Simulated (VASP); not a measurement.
Zn, 2 atoms in the cell. The structure is hexagonal, space group P6_3/mmc (No. 194). Conventional cell: a = 2.505 Å, b = 2.505 Å, c = 4.947 Å, α = 90.00°, β = 90.00°, γ = 120.00°. Zn (site symmetry -6m2) has 12 Zn at 2.50 to 2.87 Å within 3.3 Å.  This cell differs from its parent crystal: strain -0.0600 x Voigt [1, 1, 0, 0, 0, 0].

- Program: VASP 6.6.1
- Task: single point
- Functional: PBEsol
- Potentials or basis: VASP PAW PBE potentials, release 64 (Zn)
- Cutoff: 520 eV
- k mesh: 24 × 24 × 10
- Occupations: gaussian, width 0.15 eV
- Spin: no spin polarisation
- Dipole correction: no
- Further INCAR settings: ALGO = Fast; EDIFF = 1e-06; NBANDS = 19

Potentials or basis: VASP PAW PBE potentials, release 64 (Zn).

The run is started by

```bash
$ cat potpaw_PBE.64/Zn/POTCAR > POTCAR
$ mpirun -np 1 vasp_std > vasp.out
```

Hardware: 1 thread of Intel Xeon 8259CL, with other jobs on the host.

Task: How long does it take, and how much memory?

Result: It took 3.4 min on 1 thread of Intel Xeon 8259CL, with other jobs on the host, peak memory 0.26 GiB. Counts: scf iterations 12, k points 366.
